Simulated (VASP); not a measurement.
Input of a VASP 6.6.1 run:

The input INCAR:

```
SYSTEM = Sc2Os
PREC = Accurate
ENCUT = 520
EDIFF = 1E-6
ISMEAR = 0
SIGMA = 0.1
LREAL = .False.
LASPH = .True.
NELM = 100
ALGO = Fast
ISIF = 2
LWAVE = .False.
LCHARG = .False.
GGA = PE
NBANDS = 39
```

Contents of KPOINTS:

```
regular mesh
0
Gamma
  12 12 4
  0 0 0
```

POSCAR

```
Sc2Os
1.0
    2.9446709336      0.0000000000      0.0000000000
    0.0000000000      2.9446709336      0.0000000000
    0.0000000000      0.0000000000     13.8823319594
Sc Os
4 2
Direct
    0.5000000000      0.0000000000      0.7956315272
    0.0000000000      0.5000000000      0.5915370958
    0.5000000000      0.0000000000      0.4084629042
    0.0000000000      0.5000000000      0.2043684728
    0.5000000000      0.0000000000      0.0581212620
    0.0000000000      0.5000000000      0.9418787380
```

Potentials or basis: VASP PAW PBE potentials, release 64 (Sc_sv, Os).

The run is started by

```bash
$ cat potpaw_PBE.64/Sc_sv/POTCAR potpaw_PBE.64/Os/POTCAR > POTCAR
$ mpirun -np 1 vasp_std > vasp.out
```

Q: Estimate the pressure.

A: 0.0 GPa.

Q: Predict the largest force.

A: 0.018 eV/Å.

Forces on the atoms (eV/Å):
```
Sc   0.000  0.000  0.011
Sc   0.000  0.000  0.002
Sc   0.000  0.000 -0.002
Sc   0.000  0.000 -0.011
Os   0.000  0.000 -0.018
Os   0.000  0.000  0.018
```
